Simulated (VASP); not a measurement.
# SnO (P1) in VASP: single point with r2SCAN

Aim: the single point of SnO with r2SCAN.

All numbers are computed with VASP 6.6.1; they aren't measurements. Logs are shortened: lines on timing, memory, paths and dates and some standing lists are left out, and cuts for length are marked.

## (1) The cell of the first run

The typed cell holds 4 atoms: a = 3.297 Å, b = 5.671 Å, c = 3.991 Å, α = 89.73°, β = 85.76°, γ = 88.81°.

## (2) Single point, r2SCAN (atoms moved at random and the cell strained at random)

POSCAR

```
SnO
1.0
    3.2947296765      0.0345498169      0.1196505400
    0.0584318814      5.6708029998      0.0118825040
    0.1505693704      0.0088414973      3.9880210846
Sn O
2 2
Direct
    0.0079723308      0.2317168930      0.5112960176
    0.5055998716      0.7799418829      0.0088818814
   -0.0058205024      0.8874335333      0.7392167085
    0.4922483000      0.1009076909      0.2406073925
```

INCAR.step1

```
ALGO = Normal
EDIFF = 1E-4
ENCUT = 520
GGA = PE
ISMEAR = 0
LASPH = T
LCHARG = F
LREAL = F
LWAVE = T
NBANDS = 28
NELM = 80
PREC = Accurate
SIGMA = 0.05
```

INCAR.step2

```
ALGO = Normal
EDIFF = 1E-6
ENCUT = 520
ISIF = 2
ISMEAR = 0
ISTART = 1
LASPH = T
LCHARG = T
LELF = T
LMIXTAU = T
LREAL = F
LVHAR = T
LWAVE = F
METAGGA = R2SCAN
NBANDS = 28
NELM = 80
PREC = Accurate
SIGMA = 0.05
```

KPOINTS

```
k-points
0
Gamma
  8 6 6
```

Potentials or basis: VASP PAW PBE potentials, release 64 (Sn_d, O).

Run with:

```sh
> cat potpaw_PBE.64/Sn_d/POTCAR potpaw_PBE.64/O/POTCAR > POTCAR
> cp INCAR.step1 INCAR
> mpirun -np 1 vasp_std > vasp.out
> cp INCAR.step2 INCAR
> mpirun -np 1 vasp_std > vasp.out
```

OUTCAR:

```text
EDIFF = 1E-6
   ENCUT = 520
   ISIF = 2
   ISMEAR = 0
   ISTART = 1
   LASPH = T
   LREAL = F
   METAGGA = R2SCAN
   NELM = 80
   PREC = Accurate

 ion  position               nearest neighbor table
   1  0.008  0.232  0.511-   4 1.99   3 2.15   4 2.22   2 3.56   2 3.59   2 3.67   2 3.75
   2  0.506  0.780  0.009-   3 1.98   4 2.04   3 2.14   1 3.56   1 3.59   1 3.67   1 3.75
   3  0.994  0.887  0.739-   2 1.98   2 2.14   1 2.15
   4  0.492  0.101  0.241-   1 1.99   2 2.04   1 2.22

  LATTYP: Found a triclinic cell.
 ALAT       =     6.9192467354
 B/A-ratio  =     0.8196147208
 C/A-ratio  =     1.2150777778
 COS(alpha) =     0.0037168189
 COS(beta)  =     0.5338861873
 COS(gamma) =     0.8169051257

  Lattice vectors:

 A1 = (  -0.0921374890,   5.6619615025,  -3.9761385806)
 A2 = (   0.0584318814,   5.6708029998,   0.0118825040)
 A3 = (   2.9935909357,   0.0168668223,  -7.8563916292)

Analysis of symmetry for initial positions (statically):
=====================================================================
 Subroutine PRICEL returns:
 Original cell was already a primitive cell.

 Routine SETGRP: Setting up the symmetry group for a
 triclinic supercell.

 Subroutine GETGRP returns: Found  1 space group operations
 (whereof  1 operations were pure point group operations)
 out of a pool of  2 trial point group operations.

The static configuration has the point symmetry C_1 .

Analysis of symmetry for dynamics (positions and initial velocities):
=====================================================================
 Subroutine PRICEL returns:
 Original cell was already a primitive cell.

 Routine SETGRP: Setting up the symmetry group for a
 triclinic supercell.

 Subroutine GETGRP returns: Found  1 space group operations
 (whereof  1 operations were pure point group operations)
 out of a pool of  2 trial point group operations.

The dynamic configuration has the point symmetry C_1 .

 Subroutine INISYM returns: Found  1 space group operations
 (whereof  1 operations are pure point group operations),
 and found     1 'primitive' translations

----------------------------------------------------------------------------------------

                                     Primitive cell

  volume of cell :      74.4008

  direct lattice vectors                    reciprocal lattice vectors
     3.294729676  0.034549817  0.119650540     0.303964149 -0.003108010 -0.011469401
     0.058431881  5.670803000  0.011882504    -0.001837715  0.176361479 -0.000321612
     0.150569370  0.008841497  3.988021085    -0.009114204 -0.000432230  0.251096000

  length of vectors
     3.297082587  5.671116481  3.990872270     0.304196336  0.176371346  0.251261729

  position of ions in fractional coordinates (direct lattice)
     0.007972331  0.231716893  0.511296018
     0.505599872  0.779941883  0.008881881
     0.994179498  0.887433533  0.739216709
     0.492248300  0.100907691  0.240607393

  ion indices of the primitive-cell ions
   primitive index   ion index
                 1           1
                 2           2
                 3           3
                 4           4

----------------------------------------------------------------------------------------

 KPOINTS: k-points

Automatic generation of k-mesh.
 Grid dimensions read from file:
 generate k-points for:    8    6    6

 Generating k-lattice:

  Cartesian coordinates                     Fractional coordinates (reciprocal lattice)
     0.037995519 -0.000388501 -0.001433675     0.125000000  0.000000000  0.000000000
    -0.000306286  0.029393580 -0.000053602     0.000000000  0.166666667  0.000000000
    -0.001519034 -0.000072038  0.041849333    -0.000000000 -0.000000000  0.166666667

  Length of vectors
     0.038024542  0.029395224  0.041876955

  Shift w.r.t. Gamma in fractional coordinates (k-lattice)
     0.000000000  0.000000000  0.000000000

 Subroutine IBZKPT returns following result:
 ===========================================

 Found    148 irreducible k-points:

 Following reciprocal coordinates:
            Coordinates               Weight
  0.000000  0.000000  0.000000      1.000000
  0.125000  0.000000  0.000000      2.000000
  0.250000  0.000000  0.000000      2.000000
  0.375000  0.000000  0.000000      2.000000
  0.500000  0.000000  0.000000      1.000000
 -0.000000  0.166667  0.000000      2.000000
[... 16 lines left out ...]
  0.125000  0.500000 -0.000000      2.000000
  0.250000  0.500000  0.000000      2.000000
 [... further k-points ...]
   k-points           NKPTS =    148   k-points in BZ     NKDIM =    148   number of bands    NBANDS=     28
   number of dos      NEDOS =    301   number of ions     NIONS =      4
   total plane-waves  NPLWV =  35280
   dimension x,y,z NGX =    28 NGY =   42 NGZ =   30
   dimension x,y,z NGXF=    56 NGYF=   84 NGZF=   60
   ions per type =               2   2
   NGX,Y,Z   is equivalent  to a cutoff of  14.12, 12.31, 12.50 a.u.
   NGXF,Y,Z  is equivalent  to a cutoff of  28.24, 24.62, 24.99 a.u.
 SYSTEM =  unknown system
   PREC   = accura    normal or accurate (medium, high low for compatibility)
   ISTART =      1    job   : 0-new  1-cont  2-samecut
   ICHARG =      0    charge: 1-file 2-atom 10-const
   ISPIN  =      1    spin polarized calculation?
   LNONCOLLINEAR =      F non collinear calculations
   LSORBIT =      F    spin-orbit coupling
   LASPH  =      T    aspherical Exc in radial PAW
   ENCUT  =  520.0 eV  38.22 Ry    6.18 a.u.   6.13 10.54  7.42*2*pi/ulx,y,z
   NELM   =     80;   NELMIN=  2; NELMDL=  0     # of ELM steps
   EDIFF  = 0.1E-05   stopping-criterion for ELM
   LREAL  =      F    real-space projection
   EDIFFG = 0.1E-04   stopping-criterion for IOM
   NSW    =      0    number of steps for IOM
   IBRION =     -1    ionic relax: 0-MD 1-quasi-New 2-CG
   NFREE  =      0    steps in history (QN), initial steepest desc. (CG)
   ISIF   =      2    stress and relaxation
   ISYM   =      2    0-nonsym 1-usesym 2-fastsym
   POTIM  = 0.5000    time-step for ionic-motion
   TEBEG  =    0.0;   TEEND  =   0.0 temperature during run
   PSTRESS=    0.0 pullay stress
   NELECT =      40.0000    total number of electrons
   NUPDOWN=      -1.0000    fix difference up-down
   EMIN   =  10.00;   EMAX   =-10.00  energy-range for DOS
   EFERMI =   0.00;   METHOD = LEGACY
   ISMEAR =     0;   SIGMA  =   0.05  broadening in eV -4-tet -1-fermi 0-gaus
   EFERMI_NEDOS =   21; number of points for ismear=-14 and -15
   IALGO  =     38    algorithm
   IMIX   =      4    mixing-type and parameters
     AMIX     =   0.40;   BMIX     =  1.00
     AMIX_MAG =   1.60;   BMIX_MAG =  1.00
  volume/ion in A,a.u.               =      18.60       125.52
  Fermi-wavevector in a.u.,A,eV,Ry     =   1.331176  2.515559 24.109941  1.772031
  Thomas-Fermi vector in A             =   2.460207
   LORBIT       =      0    0 simple, 1 ext, 2 COOP (PROOUT), +10 PAW based schemes
   METAGGA = R2SCAN    functional components
   LHFCALC =     F    Hartree Fock is set to
   AEXX    =    0.0000 exact exchange contribution
   IVDW    =     0    specifies the selected vdW correction
   LEPSILON=     F    determine dielectric tensor
   LRPA    =     F    only Hartree local field effects (RPA)
 non-spin polarized calculation
 Gauss-broadening in eV      SIGMA  =   0.05
  energy-cutoff  :      520.00
  volume of cell :       74.40
 maximum number of plane-waves:      2022
 NGX is ok and might be reduce to    28
   NGX = 13   NGY = 21   NGZ = 15

 number of electron      39.9999999 magnetization

 Free energy of the ion-electron system (eV)
  ---------------------------------------------------
  ext. energy  EPLUGINS =         0.00000000
  ---------------------------------------------------
  free energy    TOTEN  =       -66.25783835 eV

  energy without entropy =      -66.25783835  energy(sigma->0) =      -66.25783835

 E-fermi :   5.9913     XC(G=0): -10.5187

 val. band max:        5.6764439523   @ k =   0.0000   0.0000   0.0000
 cond. band min:       7.3696732970   @ k =   0.3750   0.5000   0.0000
 fundamental gap:      1.6932293447
 Fermi energy:         5.9913490140

 k-point     1 :       0.0000    0.0000    0.0000
  band No.  band energies     occupation
      1     -16.8542      2.00000
      2     -16.2684      2.00000
      3     -16.0788      2.00000
      4     -15.9799      2.00000
      5     -15.9261      2.00000
      6     -15.8862      2.00000
[... 20 lines left out ...]
     27      15.2738      0.00000
     28      16.0895      0.00000

 k-point     2 :       0.1250    0.0000    0.0000
  band No.  band energies     occupation
      1     -16.8534      2.00000
      2     -16.3423      2.00000
      3     -16.0789      2.00000
      4     -15.9791      2.00000
      5     -15.9285      2.00000
      6     -15.8949      2.00000
[... 20 lines left out ...]
     27      15.2686      0.00000
     28      16.1600      0.00000

 k-point     3 :       0.2500    0.0000    0.0000
  band No.  band energies     occupation
      1     -16.8593      2.00000
      2     -16.5239      2.00000
      3     -16.0384      2.00000
      4     -15.9891      2.00000
      5     -15.9338      2.00000
      6     -15.8895      2.00000
[... 20 lines left out ...]
     27      14.9350      0.00000
     28      16.1586      0.00000

 k-point     4 :       0.3750    0.0000    0.0000
  band No.  band energies     occupation
      1     -16.8724      2.00000
      2     -16.6808      2.00000
      3     -16.0174      2.00000
      4     -15.9864      2.00000
      5     -15.9358      2.00000
      6     -15.8656      2.00000
[... 578 lines left out ...]
     27      16.2026      0.00000
     28      17.2224      0.00000

 k-point    23 :       0.1250    0.5000   -0.0000
  band No.  band energies     occupation
      1     -16.8476      2.00000
      2     -16.3422      2.00000
      3     -16.0798      2.00000
      4     -15.9802      2.00000
      5     -15.9270      2.00000
      6     -15.8907      2.00000
[... 20 lines left out ...]
     27      15.1955      0.00000
     28      17.1920      0.00000

 k-point    24 :       0.2500    0.5000    0.0000
  band No.  band energies     occupation
      1     -16.8580      2.00000
      2     -16.5247      2.00000
      3     -16.0385      2.00000
      4     -15.9900      2.00000
      5     -15.9306      2.00000
      6     -15.8876      2.00000
[... 20 lines left out ...]
     27      15.4344      0.00000
     28      16.7504      0.00000

 [... further k-points ...]
[... 5 lines left out ...]
  --------------------------------------------------------------------------------------
  -------------------------------------------------------------------------------------
  Total        4.4935534      3.4544430      3.3215449     -0.3385613      0.3606631     -3.1560011
  in kB       96.7660161     74.3893879     71.5275067     -7.2907180      7.7666659    -67.9626194
  external PRESSURE =      80.8943036 kB  Pullay stress =       0.0000000 kB

 VOLUME and BASIS-vectors are now :
 -----------------------------------------------------------------------------
  energy-cutoff  :      520.00
  volume of cell :       74.40
      direct lattice vectors                 reciprocal lattice vectors
     3.294729676  0.034549817  0.119650540     0.303964149 -0.003108010 -0.011469401
     0.058431881  5.670803000  0.011882504    -0.001837715  0.176361479 -0.000321612
     0.150569370  0.008841497  3.988021085    -0.009114204 -0.000432230  0.251096000

 POSITION                                       TOTAL-FORCE (eV/Angst)
 -----------------------------------------------------------------------------------
      0.11679      1.31882      2.04277        -1.172635      0.680077      0.641650
      1.71273      4.44044      0.10518        -1.128013     -2.113935      0.865739
      3.43871      5.07335      3.07751         1.211489      1.065094     -1.092802
      1.66395      0.59136      1.01964         1.089159      0.368764     -0.414587
 -----------------------------------------------------------------------------------
    total drift:                               -0.000309      0.000332     -0.001888

  FREE ENERGIE OF THE ION-ELECTRON SYSTEM (eV)
  ---------------------------------------------------
  free  energy   TOTEN  =       -66.2578383484 eV

  energy  without entropy=      -66.2578383484  energy(sigma->0) =      -66.25783835
```

Wall time 7.8 min (1 thread of Intel Xeon 6975P-C (Granite Rapids), shared host); peak memory 0.36 GiB.

What came out:

```
Free energy            : -66.2578 eV
Pressure               : 8.1 GPa
Largest force          : 2.548 eV/Å
Band gap on the k mesh : 1.69 eV, indirect (least direct gap 2.37 eV)
```

Forces in eV/Å, atoms in the order of the input:
```
Sn  -1.173  0.680  0.642
Sn  -1.128 -2.114  0.866
O    1.211  1.065 -1.093
O    1.089  0.369 -0.415
```

Levels at points of the mesh, in eV from the valence-band top:
```csv
k point,band 18,band 19,band 20,band 21,band 22,band 23
"(0.00, 0.00, 0.00)",-3.52,-2.80,0.00,3.14,3.56,6.45
"(0.50, 0.00, 0.00)",-3.41,-1.61,-1.16,2.68,3.23,5.98
"(0.00, 0.50, 0.00)",-3.54,-2.31,-1.84,3.64,4.66,5.41
"(0.50, 0.50, 0.00)",-3.44,-1.33,-0.90,2.13,2.54,6.77
"(0.00, 0.00, 0.50)",-4.01,-2.19,-1.77,2.68,2.92,5.64
"(0.50, 0.00, 0.50)",-3.79,-1.45,-0.77,2.15,2.66,4.54
"(0.00, 0.50, 0.50)",-3.65,-1.97,-1.45,1.98,2.27,6.06
"(0.50, 0.50, 0.50)",-3.98,-0.75,-0.33,2.36,3.09,4.48
```

Caveat: the cell differs from its parent crystal (atoms moved at random and the cell strained at random); the PAW data sets were made with another functional, which shifts forces and pressure a little; spin-orbit coupling is left out, which moves the levels of the heavy elements. A k mesh can miss the band edges.
